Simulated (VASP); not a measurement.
# Te: single point with LDA

The system is Te.

```xyz
2
Lattice="4.0381 0.0000 0.0000 -2.0191 3.4971 0.0000 0.0000 0.0000 4.5728" Properties=species:S:1:pos:R:3 pbc="T T T"
Te    0.0000    2.3314    1.1432
Te    2.0191    1.1657    3.4296
```

This isn't the form of Te at room conditions, which is trigonal, of chains.

| Item | Value |
| --- | --- |
| Program | VASP 6.6.1 |
| Task | single point |
| Functional | LDA |
| Potentials or basis | VASP PAW LDA potentials, release 64 (Te) |
| Cutoff | 520 eV |
| k mesh | 11 × 11 × 8 |
| Occupations | fermi-dirac, width 0.1 eV |
| Spin | no spin polarisation |
| Dipole correction | no |
| Further INCAR settings | ALGO = Normal; EDIFF = 1e-06; NBANDS = 13 |

```
Pressure               : -5.4 GPa
Band gap on the k mesh : zero (bands 6 and 7 overlap by 2.31 eV)
```

Stress tensor (GPa, compression positive):
```
-4.13  0.00  0.00
 0.00 -4.13  0.00
 0.00  0.00 -7.91
```

Levels at points of the mesh, in eV from the Fermi level:
```csv
k point,band 3,band 4,band 5,band 6,band 7,band 8,band 9,band 10
"(0.00, 0.00, 0.00)",-4.49,-1.45,-1.45,1.00,1.00,3.16,3.46,5.98
"(0.00, 0.00, 0.50)",-0.67,-0.67,-0.21,-0.21,-0.21,-0.21,6.71,6.71
```

Run time: 33 s on 1 thread of Intel(R) Xeon(R) Platinum 8488C (Sapphire Rapids), with other jobs on the host, peak memory 0.18 GiB.

Caveat: the cell stands under tension; spin-orbit coupling is left out, which moves the levels of the heavy elements.
